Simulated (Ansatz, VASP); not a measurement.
**One calculation of Na, two programs**

File INCAR:

```
SYSTEM = Na
PREC = Accurate
ENCUT = 600
EDIFF = 1E-6
ISMEAR = -1
SIGMA = 0.05
LREAL = .False.
LASPH = .True.
NELM = 100
ALGO = Fast
ISIF = 3
LWAVE = .False.
LCHARG = .False.
IBRION = 2
NSW = 60
EDIFFG = -0.01
```

File KPOINTS:

```
regular mesh
0
Gamma
  9 9 9
  0 0 0
```

File POSCAR:

```
Na
1.0
   -2.1410000000      2.1410000000      2.1410000000
    2.1410000000     -2.1410000000      2.1410000000
    2.1410000000      2.1410000000     -2.1410000000
Na
1
Direct
    0.0000000000      0.0000000000      0.0000000000
```

Contents of input.yaml:

```yaml
crystal:
  lattice:
    - [-2.141, 2.141, 2.141]
    - [2.141, -2.141, 2.141]
    - [2.141, 2.141, -2.141]
  atoms:
    - { symbol: Na, position: [0.0, 0.0, 0.0] }
hamiltonian:
  xc: lda
  pseudopotentials: { kind: paw }
kpoints:
  mp_grid: { grid: [9, 9, 9] }
scf:
  occupations: { method: fermi_dirac, width: 0.05 }
output:
  forces: true
  stress: true
  eigenvalues: true
relax:
  f_tol: 0.01
  max_steps: 40
  cell: { stress_tol: 0.05 }
```

Alike in both runs: task relaxation of cell and atoms; functional LDA; k mesh 9 × 9 × 9; occupations fermi-dirac, width 0.05 eV; no spin polarisation.

```csv
,VASP,Ansatz
version,VASP 6.6.1,Ansatz 0.2.0
potentials or method,"VASP PAW LDA potentials, release 64 (Na_pv)",Ansatz PAW
plane-wave cutoff (eV),600,420
valence electrons in the cell,7,9
```

VASP gave:

- gap on the k mesh at the Fermi level, each at its own relaxed structure (eV): none
- relaxed volume (Å³/atom): 33.24
- relaxed cell length with the largest relative difference (Å): 3.508

Estimate Ansatz's values.

gap on the k mesh at the Fermi level, each at its own relaxed structure (eV): none; relaxed volume (Å³/atom): 33.30; relaxed cell length with the largest relative difference (Å): 3.510.

LDA's correlation is that of Perdew and Zunger in VASP and of Perdew and Wang (1992) in Ansatz. A gap of «none» marks a metal or a gap that the smearing closes. VASP's potentials hold 7 valence electrons a cell and Ansatz's 9, so a difference there can come from the potentials and not from the codes.

Noted on VASP's run: the volume moved by over 15 % at a fixed basis, so the end points are rough. Noted on Ansatz's run: the volume moved by over 15 % at a fixed basis, so the end points are rough; the plane-wave basis is chosen anew once the cell has moved, so the energies of steps on either side of that aren't comparable.
